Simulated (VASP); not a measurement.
A run of VASP 6.6.1 is set up as follows.

INCAR

```
PREC     = Accurate       # precision mode
ENCUT    = 600            # plane-wave cutoff, eV
EDIFF    = 1E-7           # SCF threshold, eV
ISMEAR   = 0              # smearing method
SIGMA    = 0.1            # smearing width, eV
LREAL    = F              # projectors in reciprocal space
LASPH    = T              # aspherical terms in the spheres
NELM     = 120            # most SCF steps
ALGO     = Normal         # electronic algorithm
ISIF     = 3              # what is computed and relaxed
LWAVE    = F              # write WAVECAR
LCHARG   = F              # write CHGCAR
GGA      = PE             # functional
IBRION   = 2              # ionic algorithm
NSW      = 100            # ionic steps
EDIFFG   = -0.002         # ionic threshold
PSTRESS  = 211.0        
GGA_COMPAT= F            
NELMIN   = 4
```

KPOINTS

```
regular mesh
0
Gamma
  20 20 20
```

POSCAR

```
Cu
1.0
    0.0000000000      1.7482176455      1.7482176455
    1.7482176455      0.0000000000      1.7482176455
    1.7482176455      1.7482176455      0.0000000000
Cu
1
Direct
    0.0000000000      0.0000000000      0.0000000000
```

Potentials or basis: VASP PAW PBE potentials, release 64 (Cu).

The run is started by

```console
$ cat potpaw_PBE.64/Cu/POTCAR > POTCAR
$ mpirun -np 1 vasp_std > vasp.out
```

**Question.** What does it give for the band gap on the k mesh?

**Answer.** Zero (an odd number of electrons rules out a gap without spin polarisation).

**Question.** Estimate the relaxed cell.

**Answer.** a = 2.474 Å, b = 2.474 Å, c = 2.474 Å, α = 60.00°, β = 60.00°, γ = 60.00°.

**Question.** Estimate the space group after relaxing (to 0.1 Å).

**Answer.** Fm-3m (No. 225).

Step by step:
| step | energy change (eV) | largest force (eV/Å) | pressure (GPa) | volume (Å³) |
| --- | --- | --- | --- | --- |
| 1 | 0.0000 | 0.0000 | 21.57 | 10.69 |
| 2 | -0.0064 | 0.0000 | 20.50 | 10.73 |
| 3 | -0.0027 | 0.0000 | 21.13 | 10.71 |

Caveat: the cell is relaxed towards a set pressure, so the run minimises the enthalpy, not the energy.
